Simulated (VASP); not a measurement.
# RbAsS3 (Pm-3m) in VASP: a series of runs

Runs on RbAsS3. Level: PBEsol. Tasks: single point, relaxation of cell and atoms.

All numbers are computed with VASP 6.6.1; they aren't measurements. Logs are shortened: lines on timing, memory, paths and dates and some standing lists are left out, and cuts for length are marked.

## (1) The cell of the first run

It takes space group Pm-3m (No. 221, cubic). Conventional cell: a = 4.830 Å, b = 4.830 Å, c = 4.830 Å, α = 90.00°, β = 90.00°, γ = 90.00°. Within 4.5 Å of Rb (site symmetry m-3m) lie 12 S at 3.42 Å and 8 As at 4.18 Å. Within 3.2 Å of As (site symmetry m-3m) lie 6 S at 2.42 Å. S (site symmetry 4/mmm) has 2 As at 2.42 Å within 3.2 Å.

## (2) Single point, PBEsol

File INCAR:

```
SYSTEM = RbAsS3
PREC = Accurate
ENCUT = 520
EDIFF = 1E-7
ISMEAR = -1
SIGMA = 0.03
LREAL = .False.
LASPH = .True.
NELM = 60
ALGO = Normal
ISIF = 2
LWAVE = .False.
LCHARG = .False.
GGA = PS
NBANDS = 24
```

File KPOINTS:

```
regular mesh
0
Gamma
  4 4 4
  0 0 0
```

File POSCAR:

```
RbAsS3
1.0
    4.8303603694      0.0000000000      0.0000000000
    0.0000000000      4.8303603694      0.0000000000
    0.0000000000      0.0000000000      4.8303603694
Rb As S
1 1 3
Direct
    0.0000000000      0.0000000000      0.0000000000
    0.5000000000      0.5000000000      0.5000000000
    0.0000000000      0.5000000000      0.5000000000
    0.5000000000      0.0000000000      0.5000000000
    0.5000000000      0.5000000000      0.0000000000
```

Potentials or basis: VASP PAW PBE potentials, release 64 (Rb_sv, As, S).

Command:

```console
cat potpaw_PBE.64/Rb_sv/POTCAR potpaw_PBE.64/As/POTCAR potpaw_PBE.64/S/POTCAR > POTCAR
mpirun -np 1 vasp_std > vasp.out
```

OUTCAR:

```text
SYSTEM = RbAsS3
   PREC = Accurate
   ENCUT = 520
   EDIFF = 1E-7
   ISMEAR = -1
   LREAL = .False.
   LASPH = .True.
   NELM = 60
   ISIF = 2
   GGA = PS

 ion  position               nearest neighbor table
   1  0.000  0.000  0.000-   3 3.42   4 3.42   5 3.42   3 3.42   4 3.42   3 3.42   5 3.42   3 3.42
                             4 3.42   5 3.42   4 3.42   5 3.42   2 4.18   2 4.18   2 4.18   2 4.18
   2  0.500  0.500  0.500-   3 2.42   4 2.42   5 2.42   5 2.42   4 2.42   3 2.42   1 4.18   1 4.18
                             1 4.18   1 4.18   1 4.18   1 4.18   1 4.18   1 4.18
   3  0.000  0.500  0.500-   2 2.42   2 2.42   1 3.42   1 3.42   1 3.42   1 3.42
   4  0.500  0.000  0.500-   2 2.42   2 2.42   1 3.42   1 3.42   1 3.42   1 3.42
   5  0.500  0.500  0.000-   2 2.42   2 2.42   1 3.42   1 3.42   1 3.42   1 3.42

  LATTYP: Found a simple cubic cell.
 ALAT       =     4.8303603694

  Lattice vectors:

 A1 = (   4.8303603694,   0.0000000000,   0.0000000000)
 A2 = (   0.0000000000,   4.8303603694,   0.0000000000)
 A3 = (   0.0000000000,   0.0000000000,   4.8303603694)

Analysis of symmetry for initial positions (statically):
=====================================================================
 Subroutine PRICEL returns:
 Original cell was already a primitive cell.

 Routine SETGRP: Setting up the symmetry group for a
 simple cubic supercell.

 Subroutine GETGRP returns: Found 48 space group operations
 (whereof 48 operations were pure point group operations)
 out of a pool of 48 trial point group operations.

The static configuration has the point symmetry O_h .

Analysis of symmetry for dynamics (positions and initial velocities):
=====================================================================
 Subroutine PRICEL returns:
 Original cell was already a primitive cell.

 Routine SETGRP: Setting up the symmetry group for a
 simple cubic supercell.

 Subroutine GETGRP returns: Found 48 space group operations
 (whereof 48 operations were pure point group operations)
 out of a pool of 48 trial point group operations.

The dynamic configuration has the point symmetry O_h .

 Subroutine INISYM returns: Found 48 space group operations
 (whereof 48 operations are pure point group operations),
 and found     1 'primitive' translations

----------------------------------------------------------------------------------------

                                     Primitive cell

  volume of cell :     112.7038

  direct lattice vectors                    reciprocal lattice vectors
     4.830360369  0.000000000  0.000000000     0.207023891  0.000000000  0.000000000
     0.000000000  4.830360369  0.000000000     0.000000000  0.207023891  0.000000000
     0.000000000  0.000000000  4.830360369     0.000000000  0.000000000  0.207023891

  length of vectors
     4.830360369  4.830360369  4.830360369     0.207023891  0.207023891  0.207023891

  position of ions in fractional coordinates (direct lattice)
     0.000000000  0.000000000  0.000000000
     0.500000000  0.500000000  0.500000000
     0.000000000  0.500000000  0.500000000
     0.500000000  0.000000000  0.500000000
     0.500000000  0.500000000  0.000000000

  ion indices of the primitive-cell ions
   primitive index   ion index
                 1           1
                 2           2
                 3           3
                 4           4
                 5           5

----------------------------------------------------------------------------------------

 KPOINTS: regular mesh

Automatic generation of k-mesh.
 Grid dimensions read from file:
 generate k-points for:    4    4    4

 Generating k-lattice:

  Cartesian coordinates                     Fractional coordinates (reciprocal lattice)
     0.051755973  0.000000000  0.000000000     0.250000000  0.000000000  0.000000000
     0.000000000  0.051755973  0.000000000     0.000000000  0.250000000  0.000000000
     0.000000000  0.000000000  0.051755973     0.000000000  0.000000000  0.250000000

  Length of vectors
     0.051755973  0.051755973  0.051755973

  Shift w.r.t. Gamma in fractional coordinates (k-lattice)
     0.000000000  0.000000000  0.000000000

 Subroutine IBZKPT returns following result:
 ===========================================

 Found     10 irreducible k-points:

 Following reciprocal coordinates:
            Coordinates               Weight
  0.000000  0.000000  0.000000      1.000000
  0.250000  0.000000  0.000000      6.000000
  0.500000  0.000000  0.000000      3.000000
  0.250000  0.250000  0.000000     12.000000
  0.500000  0.250000  0.000000     12.000000
  0.500000  0.500000  0.000000      3.000000
  0.250000  0.250000  0.250000      8.000000
  0.500000  0.250000  0.250000     12.000000
  0.500000  0.500000  0.250000      6.000000
  0.500000  0.500000  0.500000      1.000000
   k-points           NKPTS =     10   k-points in BZ     NKDIM =     10   number of bands    NBANDS=     24
   number of dos      NEDOS =    301   number of ions     NIONS =      5
   total plane-waves  NPLWV =  46656
   dimension x,y,z NGX =    36 NGY =   36 NGZ =   36
   dimension x,y,z NGXF=    72 NGYF=   72 NGZF=   72
   ions per type =               1   1   3
   NGX,Y,Z   is equivalent  to a cutoff of  12.39, 12.39, 12.39 a.u.
   NGXF,Y,Z  is equivalent  to a cutoff of  24.78, 24.78, 24.78 a.u.
 SYSTEM =  RbAsS3
   PREC   = accura    normal or accurate (medium, high low for compatibility)
   ISTART =      0    job   : 0-new  1-cont  2-samecut
   ICHARG =      2    charge: 1-file 2-atom 10-const
   ISPIN  =      1    spin polarized calculation?
   LNONCOLLINEAR =      F non collinear calculations
   LSORBIT =      F    spin-orbit coupling
   LASPH  =      T    aspherical Exc in radial PAW
   ENCUT  =  520.0 eV  38.22 Ry    6.18 a.u.   8.98  8.98  8.98*2*pi/ulx,y,z
   NELM   =     60;   NELMIN=  2; NELMDL= -5     # of ELM steps
   EDIFF  = 0.1E-06   stopping-criterion for ELM
   LREAL  =      F    real-space projection
   EDIFFG = 0.1E-05   stopping-criterion for IOM
   NSW    =      0    number of steps for IOM
   IBRION =     -1    ionic relax: 0-MD 1-quasi-New 2-CG
   NFREE  =      0    steps in history (QN), initial steepest desc. (CG)
   ISIF   =      2    stress and relaxation
   ISYM   =      2    0-nonsym 1-usesym 2-fastsym
   POTIM  = 0.5000    time-step for ionic-motion
   TEBEG  =    0.0;   TEEND  =   0.0 temperature during run
   PSTRESS=    0.0 pullay stress
   NELECT =      32.0000    total number of electrons
   NUPDOWN=      -1.0000    fix difference up-down
   EMIN   =  10.00;   EMAX   =-10.00  energy-range for DOS
   EFERMI =   0.00;   METHOD = LEGACY
   ISMEAR =    -1;   SIGMA  =   0.03  broadening in eV -4-tet -1-fermi 0-gaus
   EFERMI_NEDOS =   21; number of points for ismear=-14 and -15
   IALGO  =     38    algorithm
   IMIX   =      4    mixing-type and parameters
     AMIX     =   0.40;   BMIX     =  1.00
     AMIX_MAG =   1.60;   BMIX_MAG =  1.00
  volume/ion in A,a.u.               =      22.54       152.11
  Fermi-wavevector in a.u.,A,eV,Ry     =   1.075999  2.033344 15.752476  1.157774
  Thomas-Fermi vector in A             =   2.211871
   LORBIT       =      0    0 simple, 1 ext, 2 COOP (PROOUT), +10 PAW based schemes
   GGA     = PS    functional components
   LHFCALC =     F    Hartree Fock is set to
   AEXX    =    0.0000 exact exchange contribution
   IVDW    =     0    specifies the selected vdW correction
   LEPSILON=     F    determine dielectric tensor
   LRPA    =     F    only Hartree local field effects (RPA)
 non-spin polarized calculation
  energy-cutoff  :      520.00
  volume of cell :      112.70
 maximum number of plane-waves:      3060
 NGX is ok and might be reduce to    36
   NGX = 17   NGY = 17   NGZ = 17

 number of electron      31.9999996 magnetization

 Free energy of the ion-electron system (eV)
  ---------------------------------------------------
  ext. energy  EPLUGINS =         0.00000000
  ---------------------------------------------------
  free energy    TOTEN  =       -19.96434617 eV

  energy without entropy =      -19.94798231  energy(sigma->0) =      -19.95616424

 E-fermi :   2.8481     XC(G=0):  -9.6112

 val. band max:        2.8130628525   @ k =   0.2500   0.2500   0.0000
 cond. band min:       2.8557832120   @ k =   0.5000   0.0000   0.0000
 fundamental gap:      0.0427203594
 Fermi energy:         2.8480508797

 k-point     1 :       0.0000    0.0000    0.0000
  band No.  band energies     occupation
      1     -22.0029      2.00000
      2     -12.0410      2.00000
      3      -8.2013      2.00000
      4      -8.2013      2.00000
      5      -6.2519      2.00000
      6      -6.2519      2.00000
[... 16 lines left out ...]
     23       8.1928      0.00000
     24      10.9951      0.00000

 k-point     2 :       0.2500    0.0000    0.0000
  band No.  band energies     occupation
      1     -22.0005      2.00000
      2     -11.8521      2.00000
      3      -8.7492      2.00000
      4      -8.1855      2.00000
      5      -6.2207      2.00000
      6      -6.2207      2.00000
[... 16 lines left out ...]
     23       9.1828      0.00000
     24       9.3620      0.00000

 k-point     3 :       0.5000    0.0000    0.0000
  band No.  band energies     occupation
      1     -21.9981      2.00000
      2     -11.6061      2.00000
      3      -9.2900      2.00000
      4      -8.1696      2.00000
      5      -6.3680      2.00000
      6      -6.1889      2.00000
[... 16 lines left out ...]
     23      10.5195      0.00000
     24      10.5256      0.00000

 k-point     4 :       0.2500    0.2500    0.0000
  band No.  band energies     occupation
      1     -21.9982      2.00000
      2     -11.6361      2.00000
      3      -8.8709      2.00000
      4      -8.5329      2.00000
      5      -6.3437      2.00000
      6      -6.1965      2.00000
[... 16 lines left out ...]
     23       9.7582      0.00000
     24       9.7919      0.00000

 k-point     5 :       0.5000    0.2500    0.0000
  band No.  band energies     occupation
      1     -21.9960      2.00000
      2     -11.3399      2.00000
      3      -9.3147      2.00000
      4      -8.6430      2.00000
      5      -6.5634      2.00000
      6      -6.1720      2.00000
[... 16 lines left out ...]
     23      10.7252      0.00000
     24      10.8807      0.00000

 k-point     6 :       0.5000    0.5000    0.0000
  band No.  band energies     occupation
      1     -21.9939      2.00000
      2     -10.9259      2.00000
      3      -9.3397      2.00000
      4      -9.3397      2.00000
      5      -6.5115      2.00000
      6      -6.1549      2.00000
[... 16 lines left out ...]
     23      11.5388      0.00000
     24      11.8908      0.00000

 k-point     7 :       0.2500    0.2500    0.2500
  band No.  band energies     occupation
      1     -21.9961      2.00000
      2     -11.3970      2.00000
      3      -8.8218      2.00000
      4      -8.8218      2.00000
      5      -6.9310      2.00000
      6      -6.2045      2.00000
[... 16 lines left out ...]
     23       9.5332      0.00000
     24      10.4605      0.00000

 k-point     8 :       0.5000    0.2500    0.2500
  band No.  band energies     occupation
      1     -21.9940      2.00000
      2     -11.0520      2.00000
      3      -9.2966      2.00000
      4      -8.7699      2.00000
      5      -7.3772      2.00000
      6      -6.2721      2.00000
[... 16 lines left out ...]
     23      10.5727      0.00000
     24      10.6896      0.00000

 k-point     9 :       0.5000    0.5000    0.2500
  band No.  band energies     occupation
      1     -21.9921      2.00000
      2     -10.5734      2.00000
      3      -9.2789      2.00000
      4      -9.2789      2.00000
      5      -7.8028      2.00000
      6      -6.2580      2.00000
[... 16 lines left out ...]
     23      10.5261      0.00000
     24      10.5804      0.00000

 k-point    10 :       0.5000    0.5000    0.5000
  band No.  band energies     occupation
      1     -21.9902      2.00000
      2      -9.7493      2.00000
      3      -9.2139      2.00000
      4      -9.2139      2.00000
      5      -9.2139      2.00000
      6      -6.3550      2.00000
[... 16 lines left out ...]
     23       9.9354      0.00000
     24       9.9354      0.00000

------------------------ aborting loop because EDIFF is reached ----------------------------------------

  FORCE on cell =-STRESS in cart. coord.  units (eV):
  Direction    XX          YY          ZZ          XY          YZ          ZX
  --------------------------------------------------------------------------------------
  -------------------------------------------------------------------------------------
  Total        0.0302810      0.0302810      0.0302810      0.0000000     -0.0000000      0.0000000
  in kB        0.4304686      0.4304686      0.4304686      0.0000000     -0.0000000      0.0000000
  external PRESSURE =       0.4304686 kB  Pullay stress =       0.0000000 kB

 VOLUME and BASIS-vectors are now :
 -----------------------------------------------------------------------------
  energy-cutoff  :      520.00
  volume of cell :      112.70
      direct lattice vectors                 reciprocal lattice vectors
     4.830360369  0.000000000  0.000000000     0.207023891  0.000000000  0.000000000
     0.000000000  4.830360369  0.000000000     0.000000000  0.207023891  0.000000000
     0.000000000  0.000000000  4.830360369     0.000000000  0.000000000  0.207023891

 POSITION                                       TOTAL-FORCE (eV/Angst)
 -----------------------------------------------------------------------------------
      0.00000      0.00000      0.00000         0.000000      0.000000      0.000000
      2.41518      2.41518      2.41518         0.000000      0.000000      0.000000
      0.00000      2.41518      2.41518         0.000000      0.000000      0.000000
      2.41518      0.00000      2.41518         0.000000      0.000000      0.000000
      2.41518      2.41518      0.00000         0.000000      0.000000      0.000000
 -----------------------------------------------------------------------------------
    total drift:                                0.000000      0.000000      0.000000

  FREE ENERGIE OF THE ION-ELECTRON SYSTEM (eV)
  ---------------------------------------------------
  free  energy   TOTEN  =       -19.9643461720 eV

  energy  without entropy=      -19.9479823056  energy(sigma->0) =      -19.95616424
```

Wall time 25 s (1 thread of Intel Xeon 6975P-C (Granite Rapids), shared host); peak memory 0.21 GiB.

What came out:

| Property | Result |
| --- | --- |
| Free energy | -19.9643 eV |
| Pressure | 0.0 GPa |
| Band gap on the k mesh | zero (band 16 reaches 3.52 eV, above the bottom of band 17 at 2.34 eV) |

Caveat: the PAW data sets were made with another functional, which shifts forces and pressure a little.

(Continued in part 2 of 2.)
